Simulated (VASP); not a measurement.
# Ir (P-1) in VASP: a series of runs

Ir is run at these levels: LDA; tasks: single point.

Everything below comes from runs of VASP 6.6.1. Logs are shortened: lines on timing, memory, paths and dates and some standing lists are left out, and cuts for length are marked.

## 1. The cell of the first run

The typed cell holds 2 atoms: a = 2.751 Å, b = 2.751 Å, c = 4.462 Å, α = 90.00°, β = 90.00°, γ = 120.00°.

## 2. Single point, LDA

Contents of INCAR:

```
PREC = Accurate ; ENCUT = 520
EDIFF = 1E-6 ; ISMEAR = 1
SIGMA = 0.15 ; LREAL = False
LASPH = True ; NELM = 100
ALGO = Normal ; ISIF = 2
LWAVE = False ; LCHARG = False
GGA = CA ; NBANDS = 16
```

Contents of KPOINTS:

```
regular mesh
0
Gamma
  8 8 5
```

Contents of POSCAR:

```
Ir
1.0
    2.7513800000      0.0000000000      0.0000000000
   -1.3756900000      2.3827600000      0.0000000000
    0.0000000000      0.0000000000      4.4622900000
Ir
2
Direct
    0.6752900000      0.3420400000      0.7520143971
    0.3517200000      0.6776500000      0.2507600000
```

Potentials or basis: VASP PAW LDA potentials, release 64 (Ir).

Started as:

```bash
$ cat potpaw_LDA.64/Ir/POTCAR > POTCAR
$ mpirun -np 1 vasp_std > vasp.out
```

OUTCAR:

```text
PREC = Accurate
   ENCUT = 520
   EDIFF = 1E-6
   ISMEAR = 1
   LREAL = False
   LASPH = True
   NELM = 100
   ISIF = 2
   GGA = CA

 ion  position               nearest neighbor table
   1  0.675  0.342  0.752-   2 2.72   2 2.73   2 2.73   2 2.74   2 2.75   2 2.76
   2  0.352  0.678  0.251-   1 2.72   1 2.73   1 2.73   1 2.74   1 2.75   1 2.76

  LATTYP: Found a hexagonal cell.
 ALAT       =     2.7513800000
 C/A-ratio  =     1.6218370418

  Lattice vectors:

 A1 = (   2.7513800000,   0.0000000000,   0.0000000000)
 A2 = (  -1.3756900000,   2.3827600000,   0.0000000000)
 A3 = (   0.0000000000,   0.0000000000,   4.4622900000)

Analysis of symmetry for initial positions (statically):
=====================================================================
 Subroutine PRICEL returns:
 Original cell was already a primitive cell.

 Routine SETGRP: Setting up the symmetry group for a
 hexagonal supercell.

 Subroutine GETGRP returns: Found  2 space group operations
 (whereof  1 operations were pure point group operations)
 out of a pool of 24 trial point group operations.

The static configuration has the point symmetry C_1 .
 The point group associated with its full space group is S_2 .

Analysis of symmetry for dynamics (positions and initial velocities):
=====================================================================
 Subroutine PRICEL returns:
 Original cell was already a primitive cell.

 Routine SETGRP: Setting up the symmetry group for a
 hexagonal supercell.

 Subroutine GETGRP returns: Found  2 space group operations
 (whereof  1 operations were pure point group operations)
 out of a pool of 24 trial point group operations.

The dynamic configuration has the point symmetry C_1 .
 The point group associated with its full space group is S_2 .

 Subroutine INISYM returns: Found  2 space group operations
 (whereof  1 operations are pure point group operations),
 and found     1 'primitive' translations

----------------------------------------------------------------------------------------

                                     Primitive cell

  volume of cell :      29.2542

  direct lattice vectors                    reciprocal lattice vectors
     2.751380000  0.000000000  0.000000000     0.363453976  0.209840689  0.000000000
    -1.375690000  2.382760000  0.000000000     0.000000000  0.419681378  0.000000000
[... 78 lines left out ...]
   ICHARG =      2    charge: 1-file 2-atom 10-const
   ISPIN  =      1    spin polarized calculation?
   LNONCOLLINEAR =      F non collinear calculations
   LSORBIT =      F    spin-orbit coupling
   LASPH  =      T    aspherical Exc in radial PAW
   ENCUT  =  520.0 eV  38.22 Ry    6.18 a.u.   5.12  5.12  8.30*2*pi/ulx,y,z
   NELM   =    100;   NELMIN=  2; NELMDL= -5     # of ELM steps
   EDIFF  = 0.1E-05   stopping-criterion for ELM
   LREAL  =      F    real-space projection
   EDIFFG = 0.1E-04   stopping-criterion for IOM
   NSW    =      0    number of steps for IOM
   IBRION =     -1    ionic relax: 0-MD 1-quasi-New 2-CG
   NFREE  =      0    steps in history (QN), initial steepest desc. (CG)
   ISIF   =      2    stress and relaxation
   ISYM   =      2    0-nonsym 1-usesym 2-fastsym
   POTIM  = 0.5000    time-step for ionic-motion
   TEBEG  =    0.0;   TEEND  =   0.0 temperature during run
   PSTRESS=    0.0 pullay stress
   NELECT =      18.0000    total number of electrons
   NUPDOWN=      -1.0000    fix difference up-down
   EMIN   =  10.00;   EMAX   =-10.00  energy-range for DOS
   EFERMI =   0.00;   METHOD = LEGACY
   ISMEAR =     1;   SIGMA  =   0.15  broadening in eV -4-tet -1-fermi 0-gaus
   EFERMI_NEDOS =   21; number of points for ismear=-14 and -15
   IALGO  =     38    algorithm
   IMIX   =      4    mixing-type and parameters
     AMIX     =   0.40;   BMIX     =  1.00
     AMIX_MAG =   1.60;   BMIX_MAG =  1.00
  volume/ion in A,a.u.               =      14.63        98.71
  Fermi-wavevector in a.u.,A,eV,Ry     =   1.392417  2.631287 26.379332  1.938826
  Thomas-Fermi vector in A             =   2.516162
   LORBIT       =      0    0 simple, 1 ext, 2 COOP (PROOUT), +10 PAW based schemes
   GGA     = CA    functional components
   LHFCALC =     F    Hartree Fock is set to
   AEXX    =    0.0000 exact exchange contribution
   IVDW    =     0    specifies the selected vdW correction
   LEPSILON=     F    determine dielectric tensor
   LRPA    =     F    only Hartree local field effects (RPA)
 non-spin polarized calculation
 Methfessel and Paxton  Order N= 1 SIGMA  =   0.15
  energy-cutoff  :      520.00
  volume of cell :       29.25
 maximum number of plane-waves:       799
   NGX = 11   NGY = 11   NGZ = 17

 number of electron      17.9999999 magnetization

 Free energy of the ion-electron system (eV)
  ---------------------------------------------------
  ext. energy  EPLUGINS =         0.00000000
  ---------------------------------------------------
  free energy    TOTEN  =       -20.34599279 eV

  energy without entropy =      -20.34833364  energy(sigma->0) =      -20.34677307

 E-fermi :   9.8266     XC(G=0): -13.9445

 val. band max:        9.8231285451   @ k =  -0.1250   0.5000   0.0000
 cond. band min:       9.8290302688   @ k =  -0.3750   0.5000   0.0000
 fundamental gap:      0.0059017237
 Fermi energy:         9.8266083098

 k-point     1 :       0.0000    0.0000    0.0000
  band No.  band energies     occupation
      1      -1.0218      2.00000
      2       1.9808      2.00000
      3       6.0569      2.00000
      4       6.1611      2.00000
      5       6.1902      2.00000
      6       6.7816      2.00000
[... 433 lines left out ...]
      3       3.4062      2.00000
      4       5.7716      2.00000
      5       5.8381      2.00000
      6       6.4429      2.00000
[... 8 lines left out ...]
     15      20.3030      0.00000
     16      23.1195      0.00000

 [... further k-points ...]
[... 5 lines left out ...]
  --------------------------------------------------------------------------------------
  -------------------------------------------------------------------------------------
  Total       -2.6394051     -2.6447241     -2.9618171     -0.0139486     -0.0010995     -0.0045817
  in kB     -144.5532868   -144.8445920   -162.2109444     -0.7639269     -0.0602157     -0.2509257
  external PRESSURE =    -150.5362744 kB  Pullay stress =       0.0000000 kB

 VOLUME and BASIS-vectors are now :
 -----------------------------------------------------------------------------
  energy-cutoff  :      520.00
  volume of cell :       29.25
      direct lattice vectors                 reciprocal lattice vectors
     2.751380000  0.000000000  0.000000000     0.363453976  0.209840689  0.000000000
    -1.375690000  2.382760000  0.000000000     0.000000000  0.419681378  0.000000000
     0.000000000  0.000000000  4.462290000     0.000000000  0.000000000  0.224100182

 POSITION                                       TOTAL-FORCE (eV/Angst)
 -----------------------------------------------------------------------------------
      1.38744      0.81500      3.35571         0.111419      0.024392     -0.067522
      0.03548      1.61468      1.11896        -0.111419     -0.024392      0.067522
 -----------------------------------------------------------------------------------
    total drift:                                0.000000      0.000002      0.000002

  FREE ENERGIE OF THE ION-ELECTRON SYSTEM (eV)
  ---------------------------------------------------
  free  energy   TOTEN  =       -20.3459927893 eV

  energy  without entropy=      -20.3483336353  energy(sigma->0) =      -20.34677307
```

Run time: 42 s. Hardware: 1 thread of Intel Xeon 6975P-C, shared host; peak memory 0.18 GiB.

What came out:

```yaml
Free_energy: -20.3460 eV
Pressure: -15.1 GPa
Largest_force: 0.133 eV/Å
Band_gap_on_the_k_mesh: zero (band 9 reaches 10.80 eV, above the bottom of band 10 at 7.70 eV)
```

Forces in eV/Å, atoms in the order of the input:
```
Ir   0.111  0.024 -0.068
Ir  -0.111 -0.024  0.068
```

Stress tensor (GPa, compression positive):
```
-14.46  -0.08  -0.03
 -0.08 -14.48  -0.01
 -0.03  -0.01 -16.22
```

Levels at points of the mesh, in eV from the Fermi level:
```csv
k point,band 7,band 8,band 9,band 10,band 11,band 12
"(0.00, 0.00, 0.00)",-3.00,-2.31,-2.17,-0.67,0.22,0.38
"(0.50, 0.00, 0.00)",-2.84,0.72,0.97,1.08,2.81,4.34
"(0.00, 0.50, 0.00)",-2.85,0.70,0.95,1.10,2.89,4.27
"(0.50, 0.50, 0.00)",-2.85,0.69,0.94,1.11,2.92,4.24
```

Caveat: spin-orbit coupling is left out, which moves the levels of the heavy elements.

## 3. Single point, LDA

This run uses another cell than the first one, of 14.70 Å³/atom, 1.005 times its volume.

Contents of INCAR:

```
PREC = Accurate
ENCUT = 520
EDIFF = 1E-7
ISMEAR = 1
SIGMA = 0.15
LREAL = False
LASPH = True
NELM = 100
ALGO = Normal
ISIF = 2
LWAVE = False
LCHARG = False
GGA = CA
NBANDS = 16
```

Contents of KPOINTS:

```
Automatic mesh
0
Gamma
  8 8 5
```

Contents of POSCAR:

```
Ir
1.0
    2.7559580118      0.0000000000      0.0000000000
   -1.3779790059      2.3867246662      0.0000000000
    0.0000000000      0.0000000000      4.4697147891
Ir
2
Direct
    0.6752900000      0.3420400000      0.7556000000
    0.3517200000      0.6776500000      0.2507600000
```

Potentials or basis: VASP PAW LDA potentials, release 64 (Ir).

Started as:

```bash
$ cat potpaw_LDA.64/Ir/POTCAR > POTCAR
$ mpirun -np 1 vasp_std > vasp.out
```

OUTCAR:

```text
PREC = Accurate
   ENCUT = 520
   EDIFF = 1E-7
   ISMEAR = 1
   LREAL = False
   LASPH = True
   NELM = 100
   ISIF = 2
   GGA = CA

 ion  position               nearest neighbor table
   1  0.675  0.342  0.756-   2 2.72   2 2.72   2 2.74   2 2.75   2 2.76   2 2.77
   2  0.352  0.678  0.251-   1 2.72   1 2.72   1 2.74   1 2.75   1 2.76   1 2.77

  LATTYP: Found a hexagonal cell.
 ALAT       =     2.7559580118
 C/A-ratio  =     1.6218370418

  Lattice vectors:

 A1 = (   2.7559580118,   0.0000000000,   0.0000000000)
[... 193 lines left out ...]
      6       6.7146      2.00000
[... 433 lines left out ...]
      3       3.3687      2.00000
      4       5.7073      2.00000
      5       5.7895      2.00000
      6       6.3839      2.00000
[... 8 lines left out ...]
     15      20.1801      0.00000
     16      22.9747      0.00000

 [... further k-points ...]
[... 5 lines left out ...]
  --------------------------------------------------------------------------------------
  -------------------------------------------------------------------------------------
  Total       -2.9352662     -2.9404419     -3.2317683     -0.0136000     -0.0041972     -0.0175021
  in kB     -159.9570356   -160.2390869   -176.1148880     -0.7411292     -0.2287237     -0.9537731
  external PRESSURE =    -165.4370035 kB  Pullay stress =       0.0000000 kB

 VOLUME and BASIS-vectors are now :
 -----------------------------------------------------------------------------
  energy-cutoff  :      520.00
  volume of cell :       29.40
      direct lattice vectors                 reciprocal lattice vectors
     2.755958012  0.000000000  0.000000000     0.362850231  0.209492116  0.000000000
    -1.377979006  2.386724666  0.000000000     0.000000000  0.418984231  0.000000000
     0.000000000  0.000000000  4.469714789     0.000000000  0.000000000  0.223727922

 POSITION                                       TOTAL-FORCE (eV/Angst)
 -----------------------------------------------------------------------------------
      1.38975      0.81636      3.37732         0.109657      0.024120     -0.252060
      0.03554      1.61736      1.12083        -0.109657     -0.024120      0.252060
 -----------------------------------------------------------------------------------
    total drift:                               -0.000003      0.000003      0.000002

  FREE ENERGIE OF THE ION-ELECTRON SYSTEM (eV)
  ---------------------------------------------------
  free  energy   TOTEN  =       -20.3290676345 eV

  energy  without entropy=      -20.3312806324  energy(sigma->0) =      -20.32980530
```

It took 52 s on 1 thread of Intel Xeon 6975P-C, shared host; peak memory 0.18 GiB.

What came out:

```
Free energy            : -20.3291 eV
Pressure               : -16.5 GPa
Largest force          : 0.276 eV/Å
Band gap on the k mesh : zero (band 9 reaches 10.70 eV, above the bottom of band 10 at 7.64 eV)
```

Forces on the atoms (eV/Å):
```
Ir   0.110  0.024 -0.252
Ir  -0.110 -0.024  0.252
```

Levels at points of the mesh, in eV from the Fermi level:
```csv
k point,band 6,band 7,band 8,band 9,band 10,band 11,band 12,band 13
"(0.00, 0.00, 0.00)",-3.03,-2.99,-2.29,-2.15,-0.65,0.22,0.37,6.74
"(0.50, 0.00, 0.00)",-3.18,-2.82,0.71,0.96,1.07,2.79,4.31,7.94
"(0.00, 0.50, 0.00)",-3.26,-2.83,0.69,0.94,1.09,2.87,4.25,8.06
"(0.50, 0.50, 0.00)",-3.30,-2.83,0.68,0.93,1.10,2.90,4.22,8.11
```

Caveat: spin-orbit coupling is left out, which moves the levels of the heavy elements.
